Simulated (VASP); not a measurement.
CuAu3, 4 atoms in the cell. It takes space group P4/mmm (No. 123, tetragonal). Conventional cell: a = 3.980 Å, b = 3.980 Å, c = 4.060 Å, α = 90.00°, β = 90.00°, γ = 90.00°. Cu (site symmetry 4/mmm) has 12 Au at 2.81 to 2.84 Å within 3.7 Å. Within 3.7 Å of Au (site symmetry mmm) lie 8 Au at 2.81 to 2.84 Å and 4 Cu at 2.84 Å. Au (site symmetry 4/mmm) has 4 Cu at 2.81 Å and 8 Au at 2.84 Å within 3.7 Å.  This cell differs from its parent crystal: zz strain of +2 %.

| Quantity | Value |
| --- | --- |
| Program | VASP 6.6.1 |
| Task | single point |
| Functional | LDA |
| Potentials or basis | VASP PAW LDA potentials, release 64 (Cu, Au) |
| Cutoff | 520 eV |
| k mesh | 9 × 9 × 9 |
| Occupations | fermi-dirac, width 0.05 eV |
| Spin | no spin polarisation |
| Dipole correction | no |
| Further INCAR settings | ALGO = Normal; EDIFF = 1e-06; NBANDS = 30 |

Potentials or basis: VASP PAW LDA potentials, release 64 (Cu, Au).

Launch:

```console
$ cat potpaw_LDA.64/Cu/POTCAR potpaw_LDA.64/Au/POTCAR > POTCAR
$ mpirun -np 1 vasp_std > vasp.out
```

Hardware: 1 thread of AMD EPYC 9R45 96-Core Processor (Zen 5), with other jobs on the host.

Problem. How long does it take, and how much memory?

Solution. Run time: 65 s on 1 thread of AMD EPYC 9R45 96-Core Processor (Zen 5) (shared host), peak memory 0.21 GiB. Counts: scf iterations 14, k points 75.
